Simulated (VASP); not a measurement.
Mn, 2 atoms in the cell. Symmetry: Im-3m, No. 229, cubic system. Conventional cell: a = 2.800 Å, b = 2.800 Å, c = 2.800 Å, α = 90.00°, β = 90.00°, γ = 90.00°. Within 3.2 Å of Mn (site symmetry m-3m) lie 14 Mn at 2.42 to 2.80 Å. This isn't the form of Mn at room conditions, which is a 58-atom cubic cell.

| Property | Result |
| --- | --- |
| Program | VASP 6.6.1 |
| Task | single point |
| Functional | PBE |
| Potentials or basis | VASP PAW PBE potentials, release 64 (Mn_pv) |
| Cutoff | 500 eV |
| k mesh | 4 × 4 × 4 |
| Occupations | gaussian, width 0.1 eV |
| Spin | collinear spin, antiferromagnetic start |
| Starting moments | [2.0, -2.0] μB |
| Dipole correction | no |
| Further INCAR settings | ALGO = Normal; EDIFF = 1e-06; NBANDS = 24 |

Potentials or basis: VASP PAW PBE potentials, release 64 (Mn_pv).

Command:

```console
$ cat potpaw_PBE.64/Mn_pv/POTCAR > POTCAR
$ mpirun -np 1 vasp_std > vasp.out
```

Hardware: 1 thread of Intel(R) Xeon(R) Platinum 8259CL CPU @ 2.50GHz (Skylake/Cascade Lake) (shared host).

Question: Estimate the wall time of this run.

Answer: Run time: 34 s on 1 thread of Intel(R) Xeon(R) Platinum 8259CL CPU @ 2.50GHz (Skylake/Cascade Lake), with other jobs on the host, peak memory 0.13 GiB. Counts: scf iterations 17, k points 10.
